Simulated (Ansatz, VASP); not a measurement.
**TiSb in VASP and in Ansatz**

```
Ti Sb
1.0
     4.13047    0.00000    0.00000
    -2.06524    3.57710    0.00000
     0.00000    0.00000    6.32521
Ti Sb
2 2
Direct
  0.00000 0.00000 0.00000
  0.00000 0.00000 0.50000
  0.33333 0.66667 0.25000
  0.66667 0.33333 0.75000
```

Change from the starting cell: volume scaled by 1.02.

Alike in both runs: task single point; functional LDA; k mesh 12 × 12 × 7; occupations fermi-dirac, width 0.03 eV; no spin polarisation.

|  | VASP | Ansatz |
| --- | --- | --- |
| version | VASP 6.6.1 | Ansatz 0.2.0 |
| potentials or method | VASP PAW LDA potentials, release 64 (Ti_sv, Sb), cutoff 520 eV | all-electron LAPW, scalar-relativistic |

|  | VASP | Ansatz | Ansatz less VASP |
| --- | --- | --- | --- |
| pressure (GPa) | -9.5 | -9.8 | -0.22 |
| traceless stress, the component that is largest in VASP (GPa) | -0.47 | -0.50 | -0.033 |

LDA's correlation is that of Perdew and Zunger in VASP and of Perdew and Wang (1992) in Ansatz. Ansatz ran all-electron here, and VASP with PAW potentials.

Spin-orbit coupling is off throughout.
